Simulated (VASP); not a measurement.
Here is a VASP 6.6.1 calculation.

Contents of INCAR:

```
PREC     = Accurate       # precision mode
ENCUT    = 520            # plane-wave cutoff, eV
EDIFF    = 1E-7           # SCF threshold, eV
ISMEAR   = -1             # smearing method
SIGMA    = 0.1            # smearing width, eV
LREAL    = F              # projectors in reciprocal space
LASPH    = T              # aspherical terms in the spheres
NELM     = 60             # most SCF steps
ALGO     = Normal         # electronic algorithm
ISIF     = 2              # what is computed and relaxed
LWAVE    = F              # write WAVECAR
LCHARG   = T              # write CHGCAR
GGA      = RP             # functional
LELF     = T              # ELF
LVHAR    = T            
NBANDS   = 24             # bands
```

File KPOINTS:

```
regular mesh
0
Gamma
  7 7 10
```

The input POSCAR:

```
Y
1.0
    5.9492950625      0.0000000000      0.0000000000
   -2.9746475312      5.1522406588      0.0000000000
    0.0000000000      0.0000000000      3.7131011700
Y
3
Direct
    1.0000000000      0.0000000000      1.0000000000
    0.3333333333      0.6666666667      0.5000000000
    0.6666666667      0.3333333333      0.5000000000
```

Potentials or basis: VASP PAW PBE potentials, release 64 (Y_sv).

Launch:

```sh
$ cat potpaw_PBE.64/Y_sv/POTCAR > POTCAR
$ mpirun -np 1 vasp_std > vasp.out
```

(1) Estimate the band gap on the k mesh.

(2) What does it give for the pressure?

Results:

(1) zero (an odd number of electrons rules out a gap without spin polarisation).

(2) -3.5 GPa.

Caveat: the cell stands under tension; the PAW data sets were made with another functional, which shifts forces and pressure a little.
